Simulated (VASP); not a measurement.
GaAs, 2 atoms in the cell. It takes space group I-4m2 (No. 119, tetragonal). Conventional cell: a = 4.007 Å, b = 4.007 Å, c = 5.695 Å, α = 90.00°, β = 90.00°, γ = 90.00°. Within 3.2 Å of Ga (site symmetry -4m2) lie 4 As at 2.46 Å. As (site symmetry -4m2) has 4 Ga at 2.46 Å within 3.2 Å.  This cell differs from its parent crystal: strain +0.0050 x Voigt [0, 0, 1, 0, 0, 0].

* Program: VASP 6.6.1
* Task: single point
* Functional: r2SCAN
* Potentials or basis: VASP PAW PBE potentials, release 64 (Ga_d, As)
* Cutoff: 520 eV
* k mesh: 8 × 8 × 8
* Occupations: gaussian, width 0.05 eV
* Spin: no spin polarisation
* Dipole correction: no
* Further INCAR settings: ALGO = Normal; EDIFF = 1e-06; NBANDS = 16

Potentials or basis: VASP PAW PBE potentials, release 64 (Ga_d, As).

Run with:

```bash
$ cat potpaw_PBE.64/Ga_d/POTCAR potpaw_PBE.64/As/POTCAR > POTCAR
$ cp INCAR.step1 INCAR
$ mpirun -np 1 vasp_std > vasp.out
$ cp INCAR.step2 INCAR
$ mpirun -np 1 vasp_std > vasp.out
```

Hardware: 1 thread of Intel Xeon 8259CL (shared host).

Problem. How long does it take, and how much memory?

Solution. Wall time 2.5 min on 1 thread of Intel Xeon 8259CL, with other jobs on the host, peak memory 0.2 GiB. Counts: k points 59.
